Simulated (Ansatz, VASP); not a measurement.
# Two plane-wave programs on Ge

```
CELL_PARAMETERS angstrom
4.00312 0.00000 0.00000
-2.00156 3.46680 0.00000
0.00000 0.00000 13.15671
ATOMIC_POSITIONS crystal
Ge 0.00000 0.00000 0.40685
Ge 0.00000 0.00000 0.59315
Ge 0.00000 0.00000 0.90685
Ge 0.00000 0.00000 0.09315
Ge 0.33333 0.66667 0.34406
Ge 0.66667 0.33333 0.65594
Ge 0.66667 0.33333 0.84406
Ge 0.33333 0.66667 0.15594
```

Alike in both runs: task single point; functional PBE; k mesh 12 × 12 × 4; occupations gaussian, width 0.05 eV; no spin polarisation.

```csv
,VASP,Ansatz
version,VASP 6.6.1,Ansatz 0.2.0
potentials or method,"VASP PAW PBE potentials, release 64 (Ge_d), cutoff 520 eV","scalar-relativistic, plane waves, PAW"
valence electrons in the cell,112,112
```

```csv
,VASP,Ansatz,Ansatz less VASP
pressure (GPa),2.9,2.9,+0.06
"traceless stress, the component that is largest in VASP (GPa)",-0.06,-0.06,-0.004
```

The functional is the same, so the differences come from potentials, cutoffs and numerics.
